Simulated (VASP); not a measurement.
# Rh in VASP: further runs, part 2 of 3

VASP 6.6.1.

### 3 Single point, PBE (strain +0.050 along x and y, +0.050 along z)

INCAR reads:

```
SYSTEM = Rh
PREC = Accurate
ENCUT = 520
EDIFF = 1E-7
ISMEAR = 1
SIGMA = 0.02
LREAL = .FALSE.
LASPH = .TRUE.
NELM = 60
ALGO = Normal
ISIF = 2
LWAVE = .FALSE.
LCHARG = .TRUE.
GGA = PE
LELF = .TRUE.
LVHAR = .TRUE.
NBANDS = 14
```

KPOINTS reads:

```
regular mesh
0
G
  22 22 22
  0 0 0
```

POSCAR reads:

```
Rh
1.0
    0.0000000000      1.9966275000      1.9966275000
    1.9966275000      0.0000000000      1.9966275000
    1.9966275000      1.9966275000      0.0000000000
Rh
1
Direct
    0.0000000000      0.0000000000      0.0000000000
```

Potentials or basis: VASP PAW PBE potentials, release 64 (Rh_pv).

Launch:

```sh
$ cat potpaw_PBE.64/Rh_pv/POTCAR > POTCAR
$ mpirun -np 1 vasp_std > vasp.out
```

OUTCAR:

```text
SYSTEM = Rh
   PREC = Accurate
   ENCUT = 520
   EDIFF = 1E-7
   ISMEAR = 1
   LREAL = .FALSE.
   LASPH = .TRUE.
   NELM = 60
   ISIF = 2
   GGA = PE

 ion  position               nearest neighbor table
   1  0.000  0.000  0.000-

  LATTYP: Found a face centered cubic cell.
 ALAT       =     3.9932550000

  Lattice vectors:

 A1 = (   0.0000000000,   1.9966275000,   1.9966275000)
 A2 = (   1.9966275000,   0.0000000000,   1.9966275000)
 A3 = (   1.9966275000,   1.9966275000,   0.0000000000)

Analysis of symmetry for initial positions (statically):
=====================================================================
 Subroutine PRICEL returns:
 Original cell was already a primitive cell.

 Routine SETGRP: Setting up the symmetry group for a
 face centered cubic supercell.

 Subroutine GETGRP returns: Found 48 space group operations
 (whereof 48 operations were pure point group operations)
 out of a pool of 48 trial point group operations.

The static configuration has the point symmetry O_h .

Analysis of symmetry for dynamics (positions and initial velocities):
=====================================================================
 Subroutine PRICEL returns:
 Original cell was already a primitive cell.

 Routine SETGRP: Setting up the symmetry group for a
 face centered cubic supercell.

 Subroutine GETGRP returns: Found 48 space group operations
 (whereof 48 operations were pure point group operations)
 out of a pool of 48 trial point group operations.

The dynamic configuration has the point symmetry O_h .

 Subroutine INISYM returns: Found 48 space group operations
 (whereof 48 operations are pure point group operations),
 and found     1 'primitive' translations

----------------------------------------------------------------------------------------

                                     Primitive cell

  volume of cell :      15.9192

  direct lattice vectors                    reciprocal lattice vectors
     0.000000000  1.996627500  1.996627500    -0.250422275  0.250422275  0.250422275
     1.996627500  0.000000000  1.996627500     0.250422275 -0.250422275  0.250422275
     1.996627500  1.996627500  0.000000000     0.250422275  0.250422275 -0.250422275

  length of vectors
     2.823657690  2.823657690  2.823657690     0.433744103  0.433744103  0.433744103

  position of ions in fractional coordinates (direct lattice)
     0.000000000  0.000000000  0.000000000

  ion indices of the primitive-cell ions
   primitive index   ion index
                 1           1

----------------------------------------------------------------------------------------

 KPOINTS: regular mesh

Automatic generation of k-mesh.
 Grid dimensions read from file:
 generate k-points for:   22   22   22

 Generating k-lattice:

  Cartesian coordinates                     Fractional coordinates (reciprocal lattice)
    -0.011382831  0.011382831  0.011382831     0.045454545  0.000000000  0.000000000
     0.011382831 -0.011382831  0.011382831     0.000000000  0.045454545  0.000000000
     0.011382831  0.011382831 -0.011382831     0.000000000  0.000000000  0.045454545

  Length of vectors
     0.019715641  0.019715641  0.019715641

  Shift w.r.t. Gamma in fractional coordinates (k-lattice)
     0.000000000  0.000000000  0.000000000

 Subroutine IBZKPT returns following result:
 ===========================================

 Found    328 irreducible k-points:

 Following reciprocal coordinates:
            Coordinates               Weight
  0.000000  0.000000  0.000000      1.000000
  0.045455  0.000000  0.000000      8.000000
  0.090909  0.000000  0.000000      8.000000
  0.136364  0.000000  0.000000      8.000000
  0.181818  0.000000  0.000000      8.000000
  0.227273  0.000000  0.000000      8.000000
[... 16 lines left out ...]
  0.500000  0.045455  0.000000     24.000000
 -0.454545  0.045455  0.000000     24.000000
 [... further k-points ...]
   k-points           NKPTS =    328   k-points in BZ     NKDIM =    328   number of bands    NBANDS=     14
   number of dos      NEDOS =    301   number of ions     NIONS =      1
   total plane-waves  NPLWV =  13824
   dimension x,y,z NGX =    24 NGY =   24 NGZ =   24
   dimension x,y,z NGXF=    48 NGYF=   48 NGZF=   48
   ions per type =               1
   NGX,Y,Z   is equivalent  to a cutoff of  14.13, 14.13, 14.13 a.u.
   NGXF,Y,Z  is equivalent  to a cutoff of  28.26, 28.26, 28.26 a.u.
 SYSTEM =  Rh
   PREC   = accura    normal or accurate (medium, high low for compatibility)
   ISTART =      0    job   : 0-new  1-cont  2-samecut
   ICHARG =      2    charge: 1-file 2-atom 10-const
   ISPIN  =      1    spin polarized calculation?
   LNONCOLLINEAR =      F non collinear calculations
   LSORBIT =      F    spin-orbit coupling
   LASPH  =      T    aspherical Exc in radial PAW
   ENCUT  =  520.0 eV  38.22 Ry    6.18 a.u.   5.25  5.25  5.25*2*pi/ulx,y,z
   NELM   =     60;   NELMIN=  2; NELMDL= -5     # of ELM steps
   EDIFF  = 0.1E-06   stopping-criterion for ELM
   LREAL  =      F    real-space projection
   EDIFFG = 0.1E-05   stopping-criterion for IOM
   NSW    =      0    number of steps for IOM
   IBRION =     -1    ionic relax: 0-MD 1-quasi-New 2-CG
   NFREE  =      0    steps in history (QN), initial steepest desc. (CG)
   ISIF   =      2    stress and relaxation
   ISYM   =      2    0-nonsym 1-usesym 2-fastsym
   POTIM  = 0.5000    time-step for ionic-motion
   TEBEG  =    0.0;   TEEND  =   0.0 temperature during run
   PSTRESS=    0.0 pullay stress
   NELECT =      15.0000    total number of electrons
   NUPDOWN=      -1.0000    fix difference up-down
   EMIN   =  10.00;   EMAX   =-10.00  energy-range for DOS
   EFERMI =   0.00;   METHOD = LEGACY
   ISMEAR =     1;   SIGMA  =   0.02  broadening in eV -4-tet -1-fermi 0-gaus
   EFERMI_NEDOS =   21; number of points for ismear=-14 and -15
   IALGO  =     38    algorithm
   IMIX   =      4    mixing-type and parameters
     AMIX     =   0.40;   BMIX     =  1.00
     AMIX_MAG =   1.60;   BMIX_MAG =  1.00
  volume/ion in A,a.u.               =      15.92       107.43
  Fermi-wavevector in a.u.,A,eV,Ry     =   1.604962  3.032939 35.047307  2.575904
  Thomas-Fermi vector in A             =   2.701384
   LORBIT       =      0    0 simple, 1 ext, 2 COOP (PROOUT), +10 PAW based schemes
   GGA     = PE    functional components
   LHFCALC =     F    Hartree Fock is set to
   AEXX    =    0.0000 exact exchange contribution
   IVDW    =     0    specifies the selected vdW correction
   LEPSILON=     F    determine dielectric tensor
   LRPA    =     F    only Hartree local field effects (RPA)
 non-spin polarized calculation
 Methfessel and Paxton  Order N= 1 SIGMA  =   0.02
  energy-cutoff  :      520.00
  volume of cell :       15.92
 maximum number of plane-waves:       444
 NGX is ok and might be reduce to    24
   NGX = 11   NGY = 11   NGZ = 11

 number of electron      15.0000001 magnetization

 Free energy of the ion-electron system (eV)
  ---------------------------------------------------
  ext. energy  EPLUGINS =         0.00000000
  ---------------------------------------------------
  free energy    TOTEN  =        -7.10414040 eV

  energy without entropy =       -7.10408496  energy(sigma->0) =       -7.10412192

 E-fermi :   9.3926     XC(G=0): -13.1063

 val. band max:        9.3897016771   @ k =   0.3182   0.2273   0.0000
 cond. band min:       9.3928984662   @ k =   0.3636   0.0000   0.0000
 fundamental gap:      0.0031967891
 Fermi energy:         9.3925882376

 k-point     1 :       0.0000    0.0000    0.0000
  band No.  band energies     occupation
      1     -36.7251      2.00000
      2     -36.7251      2.00000
      3     -36.7251      2.00000
      4       2.4948      2.00000
      5       6.9572      2.00000
      6       6.9572      2.00000
      7       6.9572      2.00000
      8       8.6068      2.00000
      9       8.6068      2.00000
     10      25.4008      0.00000
     11      30.0521      0.00000
     12      30.0521      0.00000
     13      30.0521      0.00000
     14      30.3700      0.00000
[... 375 lines left out ...]
 k-point    24 :      -0.4545    0.0455    0.0000
  band No.  band energies     occupation
      1     -37.1536      2.00000
      2     -36.7939      2.00000
      3     -36.7873      2.00000
      4       4.4728      2.00000
      5       6.8769      2.00000
      6       6.9544      2.00000
      7       9.2847      2.00000
      8       9.7652     -0.00000
      9      10.8028      0.00000
     10      16.8560      0.00000
     11      24.9519      0.00000
     12      28.9452      0.00000
     13      29.4051      0.00000
     14      30.3705      0.00000

 [... further k-points ...]
[... 5 lines left out ...]
  --------------------------------------------------------------------------------------
  -------------------------------------------------------------------------------------
  Total       -2.3069593     -2.3069593     -2.3069593     -0.0000000     -0.0000000      0.0000000
  in kB     -232.1824382   -232.1824382   -232.1824382     -0.0000000     -0.0000000      0.0000000
  external PRESSURE =    -232.1824382 kB  Pullay stress =       0.0000000 kB

 VOLUME and BASIS-vectors are now :
 -----------------------------------------------------------------------------
  energy-cutoff  :      520.00
  volume of cell :       15.92
      direct lattice vectors                 reciprocal lattice vectors
     0.000000000  1.996627500  1.996627500    -0.250422275  0.250422275  0.250422275
     1.996627500  0.000000000  1.996627500     0.250422275 -0.250422275  0.250422275
     1.996627500  1.996627500  0.000000000     0.250422275  0.250422275 -0.250422275

 POSITION                                       TOTAL-FORCE (eV/Angst)
 -----------------------------------------------------------------------------------
      0.00000      0.00000      0.00000         0.000000     -0.000000      0.000000
 -----------------------------------------------------------------------------------
    total drift:                               -0.000000      0.000000      0.000000

  FREE ENERGIE OF THE ION-ELECTRON SYSTEM (eV)
  ---------------------------------------------------
  free  energy   TOTEN  =        -7.1041404007 eV

  energy  without entropy=       -7.1040849606  energy(sigma->0) =       -7.10412192
```

OSZICAR:

```text
N       E                     dE             d eps       ncg     rms          rms(c)
DAV:   1     0.121372181891E+03    0.12137E+03   -0.88273E+03  9228   0.112E+03
DAV:   2    -0.599564930058E+01   -0.12737E+03   -0.12159E+03 10000   0.335E+02
DAV:   3    -0.760111327607E+01   -0.16055E+01   -0.16017E+01 11200   0.415E+01
DAV:   4    -0.760795051219E+01   -0.68372E-02   -0.68366E-02 10830   0.280E+00
DAV:   5    -0.760802202789E+01   -0.71516E-04   -0.71512E-04 11438   0.255E-01    0.714E+00
DAV:   6    -0.711192460714E+01    0.49610E+00   -0.97723E-01 10378   0.131E+01    0.218E+00
DAV:   7    -0.710662273010E+01    0.53019E-02   -0.23282E-02 10786   0.111E+00    0.120E+00
DAV:   8    -0.710417910307E+01    0.24436E-02   -0.26643E-03 10330   0.684E-01    0.567E-02
DAV:   9    -0.710413659830E+01    0.42505E-04   -0.91309E-05 10720   0.131E-01    0.124E-02
DAV:  10    -0.710414125123E+01   -0.46529E-05   -0.40672E-06 11008   0.237E-02    0.426E-03
DAV:  11    -0.710414034148E+01    0.90975E-06   -0.23860E-07 11106   0.561E-03    0.506E-04
DAV:  12    -0.710414040068E+01   -0.59194E-07   -0.62138E-09  5264   0.102E-03
   1 F= -.71041404E+01 E0= -.71041219E+01  d E =-.554400E-04
```

Run time: 22 s. Hardware: 1 thread of Intel Xeon 6975P-C (Granite Rapids), shared host; peak memory 0.19 GiB.

Results:

```
Free energy : -7.1041 eV
Pressure    : -23.2 GPa
```

Caveat: the cell differs from its parent crystal (strain +0.050 along x and y, +0.050 along z).

(Continued in part 3 of 3.)
